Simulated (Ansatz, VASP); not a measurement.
Y2SiO: VASP beside Ansatz

```
Y Si O
1.0
     5.41420    0.00000    0.00000
    -2.70710    4.68883    0.00000
     0.00000    0.00000    3.54986
Y Si O
2 1 1
Cartesian
  0.0000 3.1259 1.7749
  2.7071 1.5629 1.7749
  0.0000 0.0000 1.7749
  0.0000 0.0000 0.0000
```

Alike in both runs: functional PBE; k mesh 12 × 12 × 14; occupations gaussian, width 0.1 eV; no spin polarisation.

Ansatz relaxed the structure, and its values are those at the end. VASP's run is a single point on that final structure, the one shown.

|  | VASP | Ansatz |
| --- | --- | --- |
| version | VASP 6.6.1 | Ansatz 0.2.0 |
| potentials or method | VASP PAW PBE potentials, release 64 (Y_sv, Si, O), cutoff 520 eV | scalar-relativistic, plane waves, PAW |
| valence electrons in the cell | 32 | 32 |

```csv
,VASP,Ansatz,Ansatz less VASP
gap on the k mesh at the Fermi level (eV),none,none,-
pressure (GPa),-0.1,0.0,+0.07
```

A gap of «none» marks a metal or a gap that the smearing closes. With one functional, cell and mesh, what is left measures potentials, basis and numerics.
